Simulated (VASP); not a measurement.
# CaO (F-43m) in VASP: further runs

The runs below take CaO through single point, with PBE, r2SCAN.

Program: VASP 6.6.1. These are calculated values, not measurements. Logs are shortened: lines on timing, memory, paths and dates and some standing lists are left out, and cuts for length are marked.

## 1. The cell of the first run

It takes space group F-43m (No. 216, cubic). The conventional cell has a = 5.422 Å, b = 5.422 Å, c = 5.422 Å, α = 90.00°, β = 90.00°, γ = 90.00°. Ca (site symmetry -43m) has 4 O at 2.35 Å within 3.1 Å. O (site symmetry -43m) has 4 Ca at 2.35 Å within 3.1 Å.

## 2. Single point, PBE (strain +4.0%)

The input, INCAR:

```
  PREC = Accurate
  ENCUT = 520
  EDIFF = 1E-7
  ISMEAR = -1
  SIGMA = 0.02
  LREAL = False
  LASPH = True
  NELM = 60
  ALGO = Normal
  ISIF = 2
  LWAVE = False
  LCHARG = False
  GGA = PE
  NBANDS = 15
```

The input, KPOINTS:

```
Automatic mesh
0
Gamma
  8 8 8
```

The input, POSCAR:

```
CaO
1.0
    0.0000000000      2.7110010085      2.7110010085
    2.7110010085      0.0000000000      2.7110010085
    2.7110010085      2.7110010085      0.0000000000
Ca O
1 1
Direct
    0.0000000000      0.0000000000      0.0000000000
    0.2500000000      0.2500000000      0.2500000000
```

Potentials or basis: VASP PAW PBE potentials, release 64 (Ca_sv, O).

The run is started by

```console
> cat potpaw_PBE.64/Ca_sv/POTCAR potpaw_PBE.64/O/POTCAR > POTCAR
> mpirun -np 1 vasp_std > vasp.out
```

OUTCAR:

```text
PREC = Accurate
   ENCUT = 520
   EDIFF = 1E-7
   ISMEAR = -1
   LREAL = False
   LASPH = True
   NELM = 60
   ISIF = 2
   GGA = PE

 ion  position               nearest neighbor table
   1  0.000  0.000  0.000-   2 2.35   2 2.35   2 2.35   2 2.35
   2  0.250  0.250  0.250-   1 2.35   1 2.35   1 2.35   1 2.35

  LATTYP: Found a face centered cubic cell.
 ALAT       =     5.4220020170

  Lattice vectors:

 A1 = (   0.0000000000,   2.7110010085,   2.7110010085)
 A2 = (   2.7110010085,   0.0000000000,   2.7110010085)
 A3 = (   2.7110010085,   2.7110010085,   0.0000000000)

Analysis of symmetry for initial positions (statically):
=====================================================================
 Subroutine PRICEL returns:
 Original cell was already a primitive cell.

 Routine SETGRP: Setting up the symmetry group for a
 face centered cubic supercell.

 Subroutine GETGRP returns: Found 24 space group operations
 (whereof 24 operations were pure point group operations)
 out of a pool of 48 trial point group operations.

The static configuration has the point symmetry T_d .

Analysis of symmetry for dynamics (positions and initial velocities):
=====================================================================
 Subroutine PRICEL returns:
 Original cell was already a primitive cell.

 Routine SETGRP: Setting up the symmetry group for a
 face centered cubic supercell.

 Subroutine GETGRP returns: Found 24 space group operations
 (whereof 24 operations were pure point group operations)
 out of a pool of 48 trial point group operations.

The dynamic configuration has the point symmetry T_d .

 Subroutine INISYM returns: Found 24 space group operations
 (whereof 24 operations are pure point group operations),
 and found     1 'primitive' translations

----------------------------------------------------------------------------------------

                                     Primitive cell

  volume of cell :      39.8491

  direct lattice vectors                    reciprocal lattice vectors
     0.000000000  2.711001008  2.711001008    -0.184433720  0.184433720  0.184433720
     2.711001008  0.000000000  2.711001008     0.184433720 -0.184433720  0.184433720
     2.711001008  2.711001008  0.000000000     0.184433720  0.184433720 -0.184433720

  length of vectors
     3.833934394  3.833934394  3.833934394     0.319448573  0.319448573  0.319448573

  position of ions in fractional coordinates (direct lattice)
     0.000000000  0.000000000  0.000000000
     0.250000000  0.250000000  0.250000000

  ion indices of the primitive-cell ions
   primitive index   ion index
                 1           1
                 2           2

----------------------------------------------------------------------------------------

 KPOINTS: Automatic mesh

Automatic generation of k-mesh.
 Grid dimensions read from file:
 generate k-points for:    8    8    8

 Generating k-lattice:

  Cartesian coordinates                     Fractional coordinates (reciprocal lattice)
    -0.023054215  0.023054215  0.023054215     0.125000000  0.000000000  0.000000000
     0.023054215 -0.023054215  0.023054215     0.000000000  0.125000000  0.000000000
     0.023054215  0.023054215 -0.023054215     0.000000000  0.000000000  0.125000000

  Length of vectors
     0.039931072  0.039931072  0.039931072

  Shift w.r.t. Gamma in fractional coordinates (k-lattice)
     0.000000000  0.000000000  0.000000000

 Subroutine IBZKPT returns following result:
 ===========================================

 Found     29 irreducible k-points:

 Following reciprocal coordinates:
            Coordinates               Weight
  0.000000  0.000000  0.000000      1.000000
  0.125000  0.000000  0.000000      8.000000
  0.250000  0.000000  0.000000      8.000000
  0.375000  0.000000  0.000000      8.000000
  0.500000  0.000000  0.000000      4.000000
  0.125000  0.125000  0.000000      6.000000
[... 16 lines left out ...]
  0.500000  0.250000  0.125000     48.000000
 -0.375000  0.250000  0.125000     24.000000
 [... further k-points ...]
   k-points           NKPTS =     29   k-points in BZ     NKDIM =     29   number of bands    NBANDS=     15
   number of dos      NEDOS =    301   number of ions     NIONS =      2
   total plane-waves  NPLWV =  27000
   dimension x,y,z NGX =    30 NGY =   30 NGZ =   30
   dimension x,y,z NGXF=    60 NGYF=   60 NGZF=   60
   ions per type =               1   1
   NGX,Y,Z   is equivalent  to a cutoff of  13.01, 13.01, 13.01 a.u.
   NGXF,Y,Z  is equivalent  to a cutoff of  26.02, 26.02, 26.02 a.u.
 SYSTEM =  unknown system
   PREC   = accura    normal or accurate (medium, high low for compatibility)
   ISTART =      0    job   : 0-new  1-cont  2-samecut
   ICHARG =      2    charge: 1-file 2-atom 10-const
   ISPIN  =      1    spin polarized calculation?
   LNONCOLLINEAR =      F non collinear calculations
   LSORBIT =      F    spin-orbit coupling
   LASPH  =      T    aspherical Exc in radial PAW
   ENCUT  =  520.0 eV  38.22 Ry    6.18 a.u.   7.13  7.13  7.13*2*pi/ulx,y,z
   NELM   =     60;   NELMIN=  2; NELMDL= -5     # of ELM steps
   EDIFF  = 0.1E-06   stopping-criterion for ELM
   LREAL  =      F    real-space projection
   EDIFFG = 0.1E-05   stopping-criterion for IOM
   NSW    =      0    number of steps for IOM
   IBRION =     -1    ionic relax: 0-MD 1-quasi-New 2-CG
   NFREE  =      0    steps in history (QN), initial steepest desc. (CG)
   ISIF   =      2    stress and relaxation
   ISYM   =      2    0-nonsym 1-usesym 2-fastsym
   POTIM  = 0.5000    time-step for ionic-motion
   TEBEG  =    0.0;   TEEND  =   0.0 temperature during run
   PSTRESS=    0.0 pullay stress
   NELECT =      16.0000    total number of electrons
   NUPDOWN=      -1.0000    fix difference up-down
   EMIN   =  10.00;   EMAX   =-10.00  energy-range for DOS
   EFERMI =   0.00;   METHOD = LEGACY
   ISMEAR =    -1;   SIGMA  =   0.02  broadening in eV -4-tet -1-fermi 0-gaus
   EFERMI_NEDOS =   21; number of points for ismear=-14 and -15
   IALGO  =     38    algorithm
   IMIX   =      4    mixing-type and parameters
     AMIX     =   0.40;   BMIX     =  1.00
     AMIX_MAG =   1.60;   BMIX_MAG =  1.00
  volume/ion in A,a.u.               =      19.92       134.46
  Fermi-wavevector in a.u.,A,eV,Ry     =   1.207745  2.282307 19.846101  1.458647
  Thomas-Fermi vector in A             =   2.343373
   LORBIT       =      0    0 simple, 1 ext, 2 COOP (PROOUT), +10 PAW based schemes
   GGA     = PE    functional components
   LHFCALC =     F    Hartree Fock is set to
   AEXX    =    0.0000 exact exchange contribution
   IVDW    =     0    specifies the selected vdW correction
   LEPSILON=     F    determine dielectric tensor
   LRPA    =     F    only Hartree local field effects (RPA)
 non-spin polarized calculation
  energy-cutoff  :      520.00
  volume of cell :       39.85
 maximum number of plane-waves:      1090
 NGX is ok and might be reduce to    30
   NGX = 15   NGY = 15   NGZ = 15

 number of electron      15.9999997 magnetization

 Free energy of the ion-electron system (eV)
  ---------------------------------------------------
  ext. energy  EPLUGINS =         0.00000000
  ---------------------------------------------------
  free energy    TOTEN  =       -12.37488000 eV

  energy without entropy =      -12.37488000  energy(sigma->0) =      -12.37488000

 E-fermi :   0.5487     XC(G=0):  -8.5509

 val. band max:       -0.0057568497   @ k =   0.5000   0.5000   0.0000
 cond. band min:       2.9201964579   @ k =   0.0000   0.0000   0.0000
 fundamental gap:      2.9259533076
 Fermi energy:         0.5486781695

 k-point     1 :       0.0000    0.0000    0.0000
  band No.  band energies     occupation
      1     -37.6886      2.00000
      2     -18.6422      2.00000
      3     -18.6422      2.00000
      4     -18.6422      2.00000
      5     -14.6261      2.00000
      6      -0.4478      2.00000
      7      -0.4478      2.00000
      8      -0.4478      2.00000
      9       2.9202      0.00000
     10       7.4663      0.00000
     11       7.4663      0.00000
     12       8.8215      0.00000
     13       8.8215      0.00000
     14       8.8215      0.00000
     15      15.4018      0.00000

 k-point     2 :       0.1250    0.0000    0.0000
  band No.  band energies     occupation
      1     -37.6849      2.00000
      2     -18.7083      2.00000
      3     -18.6473      2.00000
      4     -18.6473      2.00000
      5     -14.5572      2.00000
      6      -0.6259      2.00000
      7      -0.4148      2.00000
      8      -0.4148      2.00000
      9       3.4327      0.00000
     10       7.3233      0.00000
     11       7.3233      0.00000
     12       8.6176      0.00000
     13       8.9401      0.00000
     14       8.9401      0.00000
     15      13.8860      0.00000

 k-point     3 :       0.2500    0.0000    0.0000
  band No.  band energies     occupation
      1     -37.6761      2.00000
      2     -18.8582      2.00000
      3     -18.6594      2.00000
      4     -18.6594      2.00000
      5     -14.4038      2.00000
      6      -0.8633      2.00000
      7      -0.3405      2.00000
      8      -0.3405      2.00000
      9       4.5055      0.00000
     10       7.1755      0.00000
     11       7.1755      0.00000
     12       8.1923      0.00000
     13       9.0054      0.00000
     14       9.0054      0.00000
     15      11.9977      0.00000
[... 343 lines left out ...]
 k-point    23 :       0.5000    0.2500    0.1250
  band No.  band energies     occupation
      1     -37.6623      2.00000
      2     -19.0032      2.00000
      3     -18.7391      2.00000
      4     -18.6892      2.00000
      5     -14.1866      2.00000
      6      -0.8635      2.00000
      7      -0.3687      2.00000
      8      -0.1762      2.00000
      9       5.2974      0.00000
     10       6.3960      0.00000
     11       7.5721      0.00000
     12       8.3740      0.00000
     13       8.9089      0.00000
     14       9.2975      0.00000
     15      11.6593      0.00000

 k-point    24 :      -0.3750    0.2500    0.1250
  band No.  band energies     occupation
      1     -37.6594      2.00000
      2     -19.0363      2.00000
      3     -18.7513      2.00000
      4     -18.6963      2.00000
      5     -14.1441      2.00000
      6      -0.7577      2.00000
      7      -0.4384      2.00000
      8      -0.1473      2.00000
      9       5.2189      0.00000
     10       6.5052      0.00000
     11       7.4871      0.00000
     12       8.5484      0.00000
     13       8.8152      0.00000
     14       9.6649      0.00000
     15      11.1020      0.00000

 [... further k-points ...]
[... 5 lines left out ...]
  --------------------------------------------------------------------------------------
  -------------------------------------------------------------------------------------
  Total       -1.4720529     -1.4720529     -1.4720529     -0.0000000     -0.0000000      0.0000000
  in kB      -59.1854498    -59.1854498    -59.1854498     -0.0000000     -0.0000000      0.0000000
  external PRESSURE =     -59.1854498 kB  Pullay stress =       0.0000000 kB

 VOLUME and BASIS-vectors are now :
 -----------------------------------------------------------------------------
  energy-cutoff  :      520.00
  volume of cell :       39.85
      direct lattice vectors                 reciprocal lattice vectors
     0.000000000  2.711001008  2.711001008    -0.184433720  0.184433720  0.184433720
     2.711001008  0.000000000  2.711001008     0.184433720 -0.184433720  0.184433720
     2.711001008  2.711001008  0.000000000     0.184433720  0.184433720 -0.184433720

 POSITION                                       TOTAL-FORCE (eV/Angst)
 -----------------------------------------------------------------------------------
      0.00000      0.00000      0.00000         0.000000      0.000000      0.000000
      1.35550      1.35550      1.35550        -0.000000     -0.000000     -0.000000
 -----------------------------------------------------------------------------------
    total drift:                                0.000000      0.000000      0.000000

  FREE ENERGIE OF THE ION-ELECTRON SYSTEM (eV)
  ---------------------------------------------------
  free  energy   TOTEN  =       -12.3748799953 eV

  energy  without entropy=      -12.3748799953  energy(sigma->0) =      -12.37488000
```

It took 23 s on 1 thread of AMD EPYC 7R43 (Zen 3), shared host; peak memory 0.14 GiB.

Results:

```yaml
Free_energy: -12.3749 eV
Pressure: -5.9 GPa
Band_gap_on_the_k_mesh: 2.93 eV (least direct gap 3.37 eV)
```

Caveat: the cell differs from its parent crystal (strain +4.0%); the cell stands under tension.

## 3. Single point, r2SCAN (strain -4.0%)

The input, POSCAR:

```
CaO
1.0
    0.0000000000      2.5024624694      2.5024624694
    2.5024624694      0.0000000000      2.5024624694
    2.5024624694      2.5024624694      0.0000000000
Ca O
1 1
Direct
    0.0000000000      0.0000000000      0.0000000000
    0.2500000000      0.2500000000      0.2500000000
```

The input, INCAR.step1:

```
ALGO = Normal
EDIFF = 1E-4
ENCUT = 520
GGA = PE
ISMEAR = 0
LASPH = True
LCHARG = False
LREAL = False
LWAVE = True
NBANDS = 15
NELM = 60
PREC = Accurate
SIGMA = 0.01
```

The input, INCAR.step2:

```
ALGO = Normal
EDIFF = 1E-6
ENCUT = 520
ISIF = 2
ISMEAR = 0
ISTART = 1
LASPH = True
LCHARG = False
LMIXTAU = True
LREAL = False
LWAVE = False
METAGGA = R2SCAN
NBANDS = 15
NELM = 60
PREC = Accurate
SIGMA = 0.01
```

The input, KPOINTS:

```
k-points
0
Gamma
  8 8 8
```

Potentials or basis: VASP PAW PBE potentials, release 64 (Ca_sv, O).

The run is started by

```console
> cat potpaw_PBE.64/Ca_sv/POTCAR potpaw_PBE.64/O/POTCAR > POTCAR
> cp INCAR.step1 INCAR
> mpirun -np 1 vasp_std > vasp.out
> cp INCAR.step2 INCAR
> mpirun -np 1 vasp_std > vasp.out
```

It took 84 s on 1 thread of AMD EPYC 7R43 (Zen 3), shared host; peak memory 0.13 GiB.

The run converged. Its results:

| Property | Result |
| --- | --- |
| Free energy | -18.7597 eV |
| Pressure | 14.3 GPa |
| Band gap on the k mesh | 4.16 eV (least direct gap 5.05 eV) |

Levels at points of the mesh, in eV from the valence-band top:
| k point | band 6 | band 7 | band 8 | band 9 | band 10 | band 11 |
| --- | --- | --- | --- | --- | --- | --- |
| (0.00, 0.00, 0.00) | -0.90 | -0.90 | -0.90 | 4.16 | 9.13 | 9.13 |
| (0.50, 0.00, 0.00) | -1.07 | -0.55 | -0.55 | 6.96 | 9.04 | 9.04 |
| (0.50, 0.50, 0.00) | -1.74 | -0.01 | -0.01 | 5.55 | 7.60 | 10.42 |

Caveat: the cell differs from its parent crystal (strain -4.0%); the cell stands under pressure; the PAW data sets were made with another functional, which shifts forces and pressure a little. A k mesh can miss the band edges.

## 4. Single point, r2SCAN (strain +4.0%)

The input, POSCAR:

```
CaO
1.0
    0.0000000000      2.7110010085      2.7110010085
    2.7110010085      0.0000000000      2.7110010085
    2.7110010085      2.7110010085      0.0000000000
Ca O
1 1
Direct
    0.0000000000      0.0000000000      0.0000000000
    0.2500000000      0.2500000000      0.2500000000
```

The input, INCAR.step1:

```
  PREC = Accurate
  ENCUT = 520
  ISMEAR = 0
  SIGMA = 0.01
  LREAL = F
  LASPH = T
  NELM = 100
  NBANDS = 15
  GGA = PE
  ALGO = Normal
  EDIFF = 1E-4
  LWAVE = T
  LCHARG = F
```

The input, INCAR.step2:

```
  PREC = Accurate
  ENCUT = 520
  EDIFF = 1E-7
  ISMEAR = 0
  SIGMA = 0.01
  LREAL = F
  LASPH = T
  NELM = 100
  ALGO = Normal
  ISIF = 2
  LWAVE = F
  LCHARG = F
  METAGGA = R2SCAN
  LMIXTAU = T
  NBANDS = 15
  ISTART = 1
```

The input, KPOINTS:

```
Automatic mesh
0
Gamma
  8 8 8
```

The run is started by

```console
> cat potpaw_PBE.64/Ca_sv/POTCAR potpaw_PBE.64/O/POTCAR > POTCAR
> cp INCAR.step1 INCAR
> mpirun -np 1 vasp_std > vasp.out
> cp INCAR.step2 INCAR
> mpirun -np 1 vasp_std > vasp.out
```

Wall time 1.8 min (1 thread of AMD EPYC 7R43 (Zen 3), shared host); peak memory 0.14 GiB.

The run converged. Its results:

* Free energy: -18.8475 eV
* Pressure: -7.1 GPa
* Band gap on the k mesh: 3.33 eV (least direct gap 3.77 eV)

Levels at points of the mesh, in eV from the valence-band top:
```tsv
k point	band 5	band 6	band 7	band 8	band 9	band 10	band 11	band 12
(0.00, 0.00, 0.00)	-15.58	-0.44	-0.44	-0.44	3.33	8.14	8.14	9.50
(0.50, 0.00, 0.00)	-15.13	-0.92	-0.24	-0.24	6.19	8.01	8.01	8.11
(0.50, 0.50, 0.00)	-14.99	-1.19	0.00	0.00	5.10	6.82	9.06	9.33
```

Caveat: the cell differs from its parent crystal (strain +4.0%); the cell stands under tension; the PAW data sets were made with another functional, which shifts forces and pressure a little.

## 5. The runs side by side

| level | cell | smearing | gap on the mesh (eV) | pressure (GPa) |
| --- | --- | --- | --- | --- |
| PBE | a = 3.834 Å, angles 60.0°, 2 atoms | fermi-dirac 0.02 eV | 2.93 | -5.9 |
| r2SCAN | a = 3.539 Å, angles 60.0°, 2 atoms | gaussian 0.01 eV | 4.16 | 14.3 |
| r2SCAN | a = 3.834 Å, angles 60.0°, 2 atoms | gaussian 0.01 eV | 3.33 | -7.1 |

Alike in all rows: task single point; potentials or basis VASP PAW PBE potentials, release 64 (Ca_sv, O); no spin polarisation; k mesh 8 × 8 × 8; cutoff (eV) 520.

Caveats: the cell stands under tension (at least some runs); the PAW data sets were made with another functional, which shifts forces and pressure a little (at least some runs); the cell stands under pressure (at least some runs).

Absolute energies hang on the potentials; compare differences alone.
